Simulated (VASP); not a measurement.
# HgRuPt3 (Pm-3m) in VASP: a series of runs, part 3 of 3

VASP 6.6.1. Earlier steps stand in the parts before.

### 5 Relaxation of cell and atoms, PBE

Contents of INCAR:

```
SYSTEM = HgRuPt3
  PREC = Accurate
  ENCUT = 600
  EDIFF = 1E-7
  ISMEAR = 0
  SIGMA = 0.1
  LREAL = .FALSE.
  LASPH = .TRUE.
  NELM = 60
  ALGO = Fast
  ISIF = 3
  LWAVE = .FALSE.
  LCHARG = .FALSE.
  GGA = PE
  IBRION = 2
  NSW = 100
  EDIFFG = -0.01
```

Contents of KPOINTS:

```
Automatic mesh
0
G
  8 8 8
  0 0 0
```

Contents of POSCAR:

```
HgRuPt3
1.0
    4.8020463507      0.0000000000      0.0000000000
    0.0000000000      4.8020463507      0.0000000000
    0.0000000000      0.0000000000      4.8020463507
Hg Ru Pt
1 1 3
Direct
    0.0000000000      0.0000000000      0.0000000000
    0.5000000000      0.5000000000      0.5000000000
    0.0000000000      0.5000000000      0.5000000000
    0.5000000000      0.0000000000      0.5000000000
    0.5000000000      0.5000000000      0.0000000000
```

Potentials or basis: VASP PAW PBE potentials, release 64 (Hg, Ru_pv, Pt).

The run is started by

```console
> cat potpaw_PBE.64/Hg/POTCAR potpaw_PBE.64/Ru_pv/POTCAR potpaw_PBE.64/Pt/POTCAR > POTCAR
> mpirun -np 1 vasp_std > vasp.out
```

OUTCAR:

```text
SYSTEM = HgRuPt3
   PREC = Accurate
   ENCUT = 600
   EDIFF = 1E-7
   ISMEAR = 0
   LREAL = .FALSE.
   LASPH = .TRUE.
   NELM = 60
   ISIF = 3
   GGA = PE
   IBRION = 2
   NSW = 100
   EDIFFG = -0.01

 ion  position               nearest neighbor table
   1  0.000  0.000  0.000-   3 3.40   4 3.40   5 3.40   3 3.40   4 3.40   3 3.40   5 3.40   3 3.40
                             4 3.40   5 3.40   4 3.40   5 3.40
   2  0.500  0.500  0.500-   3 2.40   4 2.40   5 2.40   5 2.40   4 2.40   3 2.40
   3  0.000  0.500  0.500-   2 2.40   2 2.40   4 3.40   5 3.40   1 3.40   5 3.40   1 3.40   4 3.40
                             1 3.40   1 3.40   4 3.40   5 3.40   5 3.40   4 3.40
   4  0.500  0.000  0.500-   2 2.40   2 2.40   3 3.40   5 3.40   1 3.40   5 3.40   1 3.40   3 3.40
                             5 3.40   5 3.40   1 3.40   3 3.40   1 3.40   3 3.40
   5  0.500  0.500  0.000-   2 2.40   2 2.40   3 3.40   4 3.40   1 3.40   3 3.40   4 3.40   1 3.40
                             4 3.40   4 3.40   1 3.40   3 3.40   3 3.40   1 3.40

  LATTYP: Found a simple cubic cell.
 ALAT       =     4.8020463507

  Lattice vectors:

 A1 = (   4.8020463507,   0.0000000000,   0.0000000000)
 A2 = (   0.0000000000,   4.8020463507,   0.0000000000)
 A3 = (   0.0000000000,   0.0000000000,   4.8020463507)

Analysis of symmetry for initial positions (statically):
=====================================================================
 Subroutine PRICEL returns:
 Original cell was already a primitive cell.

 Routine SETGRP: Setting up the symmetry group for a
 simple cubic supercell.

 Subroutine GETGRP returns: Found 48 space group operations
 (whereof 48 operations were pure point group operations)
 out of a pool of 48 trial point group operations.

The static configuration has the point symmetry O_h .

Analysis of symmetry for dynamics (positions and initial velocities):
=====================================================================
 Subroutine PRICEL returns:
 Original cell was already a primitive cell.

 Routine SETGRP: Setting up the symmetry group for a
 simple cubic supercell.

 Subroutine GETGRP returns: Found 48 space group operations
 (whereof 48 operations were pure point group operations)
 out of a pool of 48 trial point group operations.

The dynamic configuration has the point symmetry O_h .

 Subroutine INISYM returns: Found 48 space group operations
 (whereof 48 operations are pure point group operations),
 and found     1 'primitive' translations

----------------------------------------------------------------------------------------

                                     Primitive cell

  volume of cell :     110.7335

  direct lattice vectors                    reciprocal lattice vectors
     4.802046351  0.000000000  0.000000000     0.208244554  0.000000000  0.000000000
     0.000000000  4.802046351  0.000000000     0.000000000  0.208244554  0.000000000
     0.000000000  0.000000000  4.802046351     0.000000000  0.000000000  0.208244554

  length of vectors
     4.802046351  4.802046351  4.802046351     0.208244554  0.208244554  0.208244554

  position of ions in fractional coordinates (direct lattice)
     0.000000000  0.000000000  0.000000000
     0.500000000  0.500000000  0.500000000
[... 64 lines left out ...]
 [... further k-points ...]
   k-points           NKPTS =     35   k-points in BZ     NKDIM =     35   number of bands    NBANDS=     33
   number of dos      NEDOS =    301   number of ions     NIONS =      5
   total plane-waves  NPLWV =  64000
   dimension x,y,z NGX =    40 NGY =   40 NGZ =   40
   dimension x,y,z NGXF=    80 NGYF=   80 NGZF=   80
   ions per type =               1   1   3
   NGX,Y,Z   is equivalent  to a cutoff of  13.85, 13.85, 13.85 a.u.
   NGXF,Y,Z  is equivalent  to a cutoff of  27.70, 27.70, 27.70 a.u.
 SYSTEM =  HgRuPt3
   PREC   = accura    normal or accurate (medium, high low for compatibility)
   ISTART =      0    job   : 0-new  1-cont  2-samecut
   ICHARG =      2    charge: 1-file 2-atom 10-const
   ISPIN  =      1    spin polarized calculation?
   LNONCOLLINEAR =      F non collinear calculations
   LSORBIT =      F    spin-orbit coupling
   LASPH  =      T    aspherical Exc in radial PAW
   ENCUT  =  600.0 eV  44.10 Ry    6.64 a.u.   9.59  9.59  9.59*2*pi/ulx,y,z
   NELM   =     60;   NELMIN=  2; NELMDL= -5     # of ELM steps
   EDIFF  = 0.1E-06   stopping-criterion for ELM
   LREAL  =      F    real-space projection
   EDIFFG = -.1E-01   stopping-criterion for IOM
   NSW    =    100    number of steps for IOM
   IBRION =      2    ionic relax: 0-MD 1-quasi-New 2-CG
   NFREE  =      1    steps in history (QN), initial steepest desc. (CG)
   ISIF   =      3    stress and relaxation
   ISYM   =      2    0-nonsym 1-usesym 2-fastsym
   POTIM  = 0.5000    time-step for ionic-motion
   TEBEG  =    0.0;   TEEND  =   0.0 temperature during run
   PSTRESS=    0.0 pullay stress
   NELECT =      56.0000    total number of electrons
   NUPDOWN=      -1.0000    fix difference up-down
   EMIN   =  10.00;   EMAX   =-10.00  energy-range for DOS
   EFERMI =   0.00;   METHOD = LEGACY
   ISMEAR =     0;   SIGMA  =   0.10  broadening in eV -4-tet -1-fermi 0-gaus
   EFERMI_NEDOS =   21; number of points for ismear=-14 and -15
   IALGO  =     68    algorithm
   IMIX   =      4    mixing-type and parameters
     AMIX     =   0.40;   BMIX     =  1.00
     AMIX_MAG =   1.60;   BMIX_MAG =  1.00
  volume/ion in A,a.u.               =      22.15       149.45
  Fermi-wavevector in a.u.,A,eV,Ry     =   1.304301  2.464771 23.146246  1.701201
  Thomas-Fermi vector in A             =   2.435246
   LORBIT       =      0    0 simple, 1 ext, 2 COOP (PROOUT), +10 PAW based schemes
   GGA     = PE    functional components
   LHFCALC =     F    Hartree Fock is set to
   AEXX    =    0.0000 exact exchange contribution
   IVDW    =     0    specifies the selected vdW correction
   LEPSILON=     F    determine dielectric tensor
   LRPA    =     F    only Hartree local field effects (RPA)
 conjugate gradient relaxation of ions
 non-spin polarized calculation
 RMM-DIIS sequential band-by-band and
 Gauss-broadening in eV      SIGMA  =   0.10
  energy-cutoff  :      600.00
  volume of cell :      110.73
 maximum number of plane-waves:      3747
 NGX is ok and might be reduce to    40
   NGX = 19   NGY = 19   NGZ = 19

--------------------------------------- Ionic step        1  -------------------------------------------

 number of electron      56.0000013 magnetization

 Free energy of the ion-electron system (eV)
  ---------------------------------------------------
  ext. energy  EPLUGINS =         0.00000000
  ---------------------------------------------------
  free energy    TOTEN  =       -21.71777484 eV

  energy without entropy =      -21.68508122  energy(sigma->0) =      -21.70142803

------------------------ aborting loop because EDIFF is reached ----------------------------------------

  FORCE on cell =-STRESS in cart. coord.  units (eV):
  Direction    XX          YY          ZZ          XY          YZ          ZX
  --------------------------------------------------------------------------------------
  -------------------------------------------------------------------------------------
  Total        0.5166596      0.5166596      0.5166596     -0.0000000      0.0000000     -0.0000000
  in kB        7.4754276      7.4754276      7.4754276     -0.0000000      0.0000000     -0.0000000
  external PRESSURE =       7.4754276 kB  Pullay stress =       0.0000000 kB
[... 65 lines left out ...]
--------------------------------------- Ionic step        3  -------------------------------------------

 number of electron      56.0000011 magnetization

 Free energy of the ion-electron system (eV)
  ---------------------------------------------------
  ext. energy  EPLUGINS =         0.00000000
  ---------------------------------------------------
  free energy    TOTEN  =       -21.71953949 eV

  energy without entropy =      -21.68645480  energy(sigma->0) =      -21.70299715

 E-fermi :   5.0979     XC(G=0): -10.9909

 val. band max:        5.0963771659   @ k =   0.3750   0.3750   0.1250
 cond. band min:       5.1054484629   @ k =   0.5000   0.2500   0.1250
 fundamental gap:      0.0090712970
 Fermi energy:         5.0979385651

 k-point     1 :       0.0000    0.0000    0.0000
  band No.  band energies     occupation
      1     -38.2331      2.00000
      2     -38.2331      2.00000
      3     -38.2331      2.00000
      4      -2.1744      2.00000
      5      -1.0930      2.00000
      6      -1.0930      2.00000
[... 853 lines left out ...]
     32       5.4894      0.00000
     33       9.0539      0.00000

 [... further k-points ...]

------------------------ aborting loop because EDIFF is reached ----------------------------------------

  FORCE on cell =-STRESS in cart. coord.  units (eV):
  Direction    XX          YY          ZZ          XY          YZ          ZX
  --------------------------------------------------------------------------------------
  -------------------------------------------------------------------------------------
  Total        0.0023076      0.0023076      0.0023076     -0.0000000     -0.0000000      0.0000000
  in kB        0.0331593      0.0331593      0.0331593     -0.0000000     -0.0000000      0.0000000
  external PRESSURE =       0.0331593 kB  Pullay stress =       0.0000000 kB
[... 20 lines left out ...]
  FREE ENERGIE OF THE ION-ELECTRON SYSTEM (eV)
  ---------------------------------------------------
  free  energy   TOTEN  =       -21.7195394892 eV

  energy  without entropy=      -21.6864548045  energy(sigma->0) =      -21.70299715

 reached required accuracy - stopping structural energy minimisation
```

OSZICAR:

```text
N       E                     dE             d eps       ncg     rms          rms(c)
DAV:   1     0.456599966500E+03    0.45660E+03   -0.32773E+04  2534   0.183E+03
DAV:   2    -0.267159311525E+01   -0.45927E+03   -0.44584E+03  2578   0.412E+02
DAV:   3    -0.224558603712E+02   -0.19784E+02   -0.19114E+02  2941   0.764E+01
[... 35 lines left out ...]
RMM:   6    -0.217195246204E+02   -0.69647E-04   -0.33794E-04  2432   0.678E-02    0.311E-02
RMM:   7    -0.217195388128E+02   -0.14192E-04   -0.52904E-05  2433   0.362E-02    0.982E-03
RMM:   8    -0.217195394159E+02   -0.60310E-06   -0.16071E-05  2522   0.171E-02    0.523E-03
RMM:   9    -0.217195394653E+02   -0.49373E-07   -0.26315E-06  2321   0.810E-03    0.179E-03
RMM:  10    -0.217195394892E+02   -0.23871E-07   -0.68433E-07  1699   0.325E-03
   3 F= -.21719539E+02 E0= -.21702997E+02  d E =-.176465E-02
```

CONTCAR:

```text
HgRuPt3
   1.00000000000000
     4.8130548885011022   -0.0000000000000000   -0.0000000000000000
    -0.0000000000000000    4.8130548885011022   -0.0000000000000000
     0.0000000000000000    0.0000000000000000    4.8130548885011022
  Hg              Ru              Pt
     1     1     3
Direct
     0.0000000000000000    0.0000000000000000    0.0000000000000000
     0.5000000000000000    0.5000000000000000    0.5000000000000000
     0.0000000000000000    0.5000000000000000    0.5000000000000000
     0.5000000000000000    0.0000000000000000    0.5000000000000000
     0.5000000000000000    0.5000000000000000    0.0000000000000000

  0.00000000E+00  0.00000000E+00  0.00000000E+00
  0.00000000E+00  0.00000000E+00  0.00000000E+00
  0.00000000E+00  0.00000000E+00  0.00000000E+00
  0.00000000E+00  0.00000000E+00  0.00000000E+00
  0.00000000E+00  0.00000000E+00  0.00000000E+00
```

Wall time 9.6 min (1 thread of AMD EPYC 7R43 (Zen 3), shared host); peak memory 0.33 GiB.

What came out:

```
Free energy                           : -21.7195 eV
Relaxed volume                        : 22.30 Å³/atom
Relaxed cell                          : a = 4.813 Å, b = 4.813 Å, c = 4.813 Å, α = 90.00°, β = 90.00°, γ = 90.00°
Space group after relaxing (to 0.1 Å) : Pm-3m (No. 221)
Energy gained by relaxing             : 0.4 meV/atom
Ionic steps                           : 3
Pressure after relaxing               : 0.0 GPa
Band gap on the k mesh                : zero (bands 28 and 29 overlap by 2.02 eV)
```

Step by step:
| step | energy change (eV) | largest force (eV/Å) | pressure (GPa) | volume (Å³) |
| --- | --- | --- | --- | --- |
| 1 | 0.0000 | 0.0000 | 0.75 | 110.73 |
| 2 | 0.0006 | 0.0000 | -0.84 | 112.40 |
| 3 | -0.0018 | 0.0000 | 0.00 | 111.50 |

Final structure:
```
CELL_PARAMETERS angstrom
4.81305 0.00000 0.00000
0.00000 4.81305 0.00000
0.00000 0.00000 4.81305
ATOMIC_POSITIONS crystal
Hg 0.00000 0.00000 0.00000
Ru 0.50000 0.50000 0.50000
Pt 0.00000 0.50000 0.50000
Pt 0.50000 0.00000 0.50000
Pt 0.50000 0.50000 0.00000
```

Caveat: spin-orbit coupling is left out, which moves the levels of the heavy elements.

### 6 Overview

| task | cell | k mesh | cutoff (eV) | gap on the mesh (eV) | pressure (GPa) | relaxed volume (Å³/atom) |
| --- | --- | --- | --- | --- | --- | --- |
| single point | a = 4.802 Å, 5 atoms | 4 × 4 × 4 | 520 | none | 0.2 | - |
| relaxation of cell and atoms | relaxed from a = 4.296 Å, 5 atoms | 4 × 4 × 4 | 600 | none | 0.0 | 22.20 |
| single point | a = 4.813 Å, 5 atoms | 8 × 8 × 8 | 520 | none | 0.0 | - |
| relaxation of cell and atoms | relaxed from a = 4.802 Å, 5 atoms | 8 × 8 × 8 | 600 | none | 0.0 | 22.30 |

Alike in all rows: level PBE; potentials or basis VASP PAW PBE potentials, release 64 (Hg, Ru_pv, Pt); no spin polarisation; smearing gaussian 0.1 eV.

Caveats: some runs use coarse meshes; spin-orbit coupling is left out, which moves the levels of the heavy elements; the volume moved by over 15 % at a fixed basis, so the end points are rough (at least some runs).

Total energies depend on the potentials used, so only differences within one code and one set of settings carry meaning.

The gap in the log of VASP goes by the Fermi energy; the results here count the filled bands.